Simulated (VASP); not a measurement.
# Al in VASP: a series of runs, part 2 of 2

VASP 6.6.1. Earlier steps stand in the parts before.

## (4) Single point, LDA (zz strain of +2 %)

File INCAR:

```
SYSTEM = Al
PREC = Accurate
ENCUT = 520
EDIFF = 1E-6
ISMEAR = -1
SIGMA = 0.03
LREAL = .FALSE.
LASPH = .TRUE.
NELM = 80
ALGO = Normal
ISIF = 2
LWAVE = .FALSE.
LCHARG = .TRUE.
GGA = CA
LELF = .TRUE.
LVHAR = .TRUE.
NBANDS = 8
```

File KPOINTS:

```
Automatic mesh
0
G
  17 17 17
  0 0 0
```

File POSCAR:

```
Al
1.0
    0.0000000000      2.0239800000      2.0644596000
    2.0239800000      0.0000000000      2.0644596000
    2.0239800000      2.0239800000      0.0000000000
Al
1
Direct
    0.0000000000      0.0000000000      0.0000000000
```

Potentials or basis: VASP PAW LDA potentials, release 64 (Al).

On the command line:

```console
$ cat potpaw_LDA.64/Al/POTCAR > POTCAR
$ mpirun -np 1 vasp_std > vasp.out
```

OUTCAR:

```text
SYSTEM = Al
   PREC = Accurate
   ENCUT = 520
   EDIFF = 1E-6
   ISMEAR = -1
   LREAL = .FALSE.
   LASPH = .TRUE.
   NELM = 80
   ISIF = 2
   GGA = CA

 ion  position               nearest neighbor table
   1  0.000  0.000  0.000-

  LATTYP: Found a body centered tetragonal cell.
 ALAT       =     2.8623399660
 C/A-ratio  =     1.4424978336

  Lattice vectors:

 A1 = (  -2.0239800000,   0.0000000000,   2.0644596000)
 A2 = (   2.0239800000,   0.0000000000,   2.0644596000)
 A3 = (   0.0000000000,   2.0239800000,  -2.0644596000)

Analysis of symmetry for initial positions (statically):
=====================================================================
 Subroutine PRICEL returns:
 Original cell was already a primitive cell.

 Routine SETGRP: Setting up the symmetry group for a
 body centered tetragonal supercell.

 Subroutine GETGRP returns: Found 16 space group operations
 (whereof 16 operations were pure point group operations)
 out of a pool of 16 trial point group operations.

The static configuration has the point symmetry D_4h.

Analysis of symmetry for dynamics (positions and initial velocities):
=====================================================================
[... 155 lines left out ...]

 E-fermi :   7.5276     XC(G=0): -10.2524

 val. band max:        7.5184138595   @ k =  -0.4118   0.1765   0.3529
 cond. band min:       7.5350614254   @ k =  -0.2941   0.1765   0.4706
 fundamental gap:      0.0166475659
 Fermi energy:         7.5276430269

 k-point     1 :       0.0000    0.0000    0.0000
  band No.  band energies     occupation
      1      -3.3940      2.00000
      2      19.8369      0.00000
      3      20.0507      0.00000
      4      20.0507      0.00000
      5      21.0920      0.00000
      6      21.0920      0.00000
      7      21.1427      0.00000
      8      23.9768      0.00000
[... 243 lines left out ...]
 k-point    24 :      -0.1176    0.0588    0.0000
  band No.  band energies     occupation
      1      -2.8039      2.00000
      2      15.2018      0.00000
      3      17.0458      0.00000
      4      20.0963      0.00000
      5      21.8960      0.00000
      6      22.4137      0.00000
      7      23.5670      0.00000
      8      23.9438      0.00000

 [... further k-points ...]
[... 5 lines left out ...]
  --------------------------------------------------------------------------------------
  -------------------------------------------------------------------------------------
  Total       -0.5282703     -0.5282703     -0.4759201      0.0000000      0.0000000      0.0000000
  in kB      -50.0400753    -50.0400753    -45.0812382      0.0000000      0.0000000      0.0000000
  external PRESSURE =     -48.3871296 kB  Pullay stress =       0.0000000 kB

 VOLUME and BASIS-vectors are now :
 -----------------------------------------------------------------------------
  energy-cutoff  :      520.00
  volume of cell :       16.91
      direct lattice vectors                 reciprocal lattice vectors
     0.000000000  2.023980000  2.064459600    -0.247038014  0.247038014  0.242194132
     2.023980000  0.000000000  2.064459600     0.247038014 -0.247038014  0.242194132
     2.023980000  2.023980000  0.000000000     0.247038014  0.247038014 -0.242194132

 POSITION                                       TOTAL-FORCE (eV/Angst)
 -----------------------------------------------------------------------------------
      0.00000      0.00000      0.00000         0.000000      0.000000      0.000000
 -----------------------------------------------------------------------------------
    total drift:                               -0.000000      0.000000      0.000000

  FREE ENERGIE OF THE ION-ELECTRON SYSTEM (eV)
  ---------------------------------------------------
  free  energy   TOTEN  =        -4.1769347210 eV

  energy  without entropy=       -4.1757661787  energy(sigma->0) =       -4.17635045
```

OSZICAR:

```text
N       E                     dE             d eps       ncg     rms          rms(c)
DAV:   1    -0.281859372465E+01   -0.28186E+01   -0.90510E+02  6512   0.209E+02
DAV:   2    -0.419832382240E+01   -0.13797E+01   -0.13386E+01  8984   0.184E+01
DAV:   3    -0.420531675834E+01   -0.69929E-02   -0.69897E-02  8392   0.145E+00
DAV:   4    -0.420532897867E+01   -0.12220E-04   -0.12221E-04 10152   0.556E-02
DAV:   5    -0.420532899549E+01   -0.16814E-07   -0.16680E-07  8448   0.115E-03    0.132E+00
DAV:   6    -0.418805822345E+01    0.17271E-01   -0.28317E-03  8456   0.209E-01    0.742E-01
DAV:   7    -0.417695818527E+01    0.11100E-01   -0.70360E-03  8248   0.324E-01    0.154E-01
DAV:   8    -0.417693491242E+01    0.23273E-04   -0.19603E-05  9640   0.296E-02    0.141E-02
DAV:   9    -0.417693472102E+01    0.19139E-06   -0.13871E-07  9024   0.171E-03
   1 F= -.41769347E+01 E0= -.41763504E+01  d E =-.116854E-02
```

Run time: 51 s. Hardware: 1 thread of Intel Xeon 8259CL, shared host; peak memory 0.16 GiB.

What came out:

```
Free energy : -4.1769 eV
Pressure    : -4.8 GPa
```

Stress tensor (GPa, compression positive):
```
-5.00  0.00  0.00
 0.00 -5.00  0.00
 0.00  0.00 -4.51
```

Caveat: the cell differs from its parent crystal (zz strain of +2 %).

## (5) Single point, LDA (equal xx and yy strain of +1 %)

File INCAR:

```
SYSTEM = Al
PREC = Accurate ; ENCUT = 520
EDIFF = 1E-6 ; ISMEAR = -1
SIGMA = 0.03 ; LREAL = .FALSE.
LASPH = .TRUE. ; NELM = 60
ALGO = Normal ; ISIF = 2
LWAVE = .FALSE. ; LCHARG = .FALSE.
NBANDS = 8
```

KPOINTS is that of step 4.

File POSCAR:

```
Al
1.0
    0.0000000000      2.0442198000      2.0239800000
    2.0442198000      0.0000000000      2.0239800000
    2.0442198000      2.0442198000      0.0000000000
Al
1
Direct
    0.0000000000      0.0000000000      0.0000000000
```

On the command line:

```console
$ cat potpaw_LDA.64/Al/POTCAR > POTCAR
$ mpirun -np 1 vasp_std > vasp.out
```

It took 24 s on 1 thread of AMD EPYC 9R45 (Zen 5), shared host; peak memory 0.12 GiB.

The run converged. Its results:

| Property | Result |
| --- | --- |
| Free energy | -4.1767 eV |
| Pressure | -4.9 GPa |

Stress tensor (GPa, compression positive):
```
-4.77  0.00  0.00
 0.00 -4.77  0.00
 0.00  0.00 -5.13
```

Levels at points of the mesh, in eV from the Fermi level:
```tsv
k point	band 1	band 2	band 3	band 4	band 5
(0.00, 0.00, 0.00)	-10.92	12.41	12.41	12.52	13.56
```

Caveat: the cell differs from its parent crystal (equal xx and yy strain of +1 %).

## (6) Single point, LDA (equal xy, yz and zx shear strains of -2 %)

File INCAR:

```
  PREC = Accurate
  ENCUT = 520
  EDIFF = 1E-6
  ISMEAR = -1
  SIGMA = 0.03
  LREAL = F
  LASPH = T
  NELM = 80
  ALGO = Normal
  ISIF = 2
  LWAVE = F
  LCHARG = F
  NBANDS = 8
```

File KPOINTS:

```
Automatic mesh
0
Gamma
  17 17 17
```

File POSCAR:

```
Al
1.0
   -0.0404796000      2.0037402000      2.0037402000
    2.0037402000     -0.0404796000      2.0037402000
    2.0037402000      2.0037402000     -0.0404796000
Al
1
Direct
    0.0000000000      0.0000000000      0.0000000000
```

Potentials or basis: VASP PAW LDA potentials, release 64 (Al).

On the command line:

```console
$ cat potpaw_LDA.64/Al/POTCAR > POTCAR
$ mpirun -np 1 vasp_std > vasp.out
```

Wall time 27 s (1 thread of Intel Xeon Platinum 8488C (Sapphire Rapids), shared host); peak memory 0.16 GiB.

Results (log left out):

- Free energy: -4.1836 eV
- Pressure: -3.5 GPa

Stress tensor (GPa, compression positive):
```
-3.53  0.72  0.72
 0.72 -3.53  0.72
 0.72  0.72 -3.53
```

Levels at points of the mesh, in eV from the Fermi level:
| k point | band 1 | band 2 | band 3 | band 4 |
| --- | --- | --- | --- | --- |
| (0.00, 0.00, 0.00) | -11.06 | 12.25 | 12.25 | 13.17 |

Caveat: the cell differs from its parent crystal (equal xy, yz and zx shear strains of -2 %).

## (7) The runs side by side

```csv
cell,gap on the mesh (eV),pressure (GPa)
"a = 2.834, b = 2.834, c = 2.862 Å, angles 59.7, 59.7, 60.7°, 1 atom",none,-2.1
"a = 2.877, b = 2.877, c = 2.862 Å, angles 60.2, 60.2, 59.7°, 1 atom",none,-4.3
"a = 2.891, b = 2.891, c = 2.862 Å, angles 60.3, 60.3, 59.3°, 1 atom",none,-4.8
"a = 2.877, b = 2.877, c = 2.891 Å, angles 59.8, 59.8, 60.3°, 1 atom",none,-4.9
"a = 2.834 Å, angles 61.3°, 1 atom",none,-3.5
```

Alike in all rows: task single point; level LDA; potentials or basis VASP PAW LDA potentials, release 64 (Al); no spin polarisation; k mesh 17 × 17 × 17; cutoff (eV) 520; smearing fermi-dirac 0.03 eV.

Absolute energies hang on the potentials; compare differences alone.
